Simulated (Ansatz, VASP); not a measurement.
Zr: VASP beside Ansatz

```
Zr
1.0
    -1.81000    1.81000    1.81000
     1.81000   -1.81000    1.81000
     1.81000    1.81000   -1.81000
Zr
1
Direct
  0.00000 0.00000 0.00000
```

Alike in both runs: task single point; functional r2SCAN; k mesh 8 × 8 × 8; occupations gaussian, width 0.1 eV; no spin polarisation.

|  | VASP | Ansatz |
| --- | --- | --- |
| version | VASP 6.6.1 | Ansatz 0.2.0 |
| potentials or method | VASP PAW PBE potentials, release 64 (Zr_sv), cutoff 550 eV | scalar-relativistic, plane waves, PAW |
| valence electrons in the cell | 12 | 12 |

|  | VASP | Ansatz | Ansatz less VASP |
| --- | --- | --- | --- |
| gap on the k mesh at the Fermi level (eV) | none | none | - |
| pressure (GPa) | -2.3 | -2.3 | 0.00 |

VASP's potentials were made for PBE, not for r2SCAN. A gap of «none» marks a metal or a gap that the smearing closes. With one functional, cell and mesh, what is left measures potentials, basis and numerics.
